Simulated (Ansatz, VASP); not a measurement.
**One calculation of Pt, two programs**

```
Pt
1.0
     1.97011    1.97011    0.00000
    -1.97011    1.97011    0.00000
     0.00000    0.00000    3.90082
Pt
2
Cartesian
  0.0000 0.0000 0.0000
  0.0000 1.9701 1.9504
```

Change from the starting cell: strain along c alone, the other axes held, atoms relaxed: -1.0 %.

Alike in both runs: task single point; functional r2SCAN; k mesh 18 × 18 × 14; occupations gaussian, width 0.1 eV; no spin polarisation.

```csv
,VASP,Ansatz
version,VASP 6.6.1,Ansatz 0.2.0
potentials or method,"VASP PAW PBE potentials, release 64 (Pt), cutoff 520 eV","scalar-relativistic, plane waves, PAW"
valence electrons in the cell,20,36
```

VASP gave:

| Quantity | Value |
| --- | --- |
| gap on the k mesh at the Fermi level (eV) | none |
| pressure (GPa) | 3.5 |
| traceless stress, the component that is largest in VASP (GPa) | 0.58 |

Q: Which values does Ansatz return?

A: gap on the k mesh at the Fermi level (eV): none; pressure (GPa): 2.8; traceless stress, the component that is largest in VASP (GPa): 0.58.

VASP's potentials were made for PBE, not for r2SCAN. A gap of «none» marks a metal or a gap that the smearing closes. VASP's potentials hold 20 valence electrons a cell and Ansatz's 36, so a difference there can come from the potentials and not from the codes.

Spin-orbit coupling is off throughout.
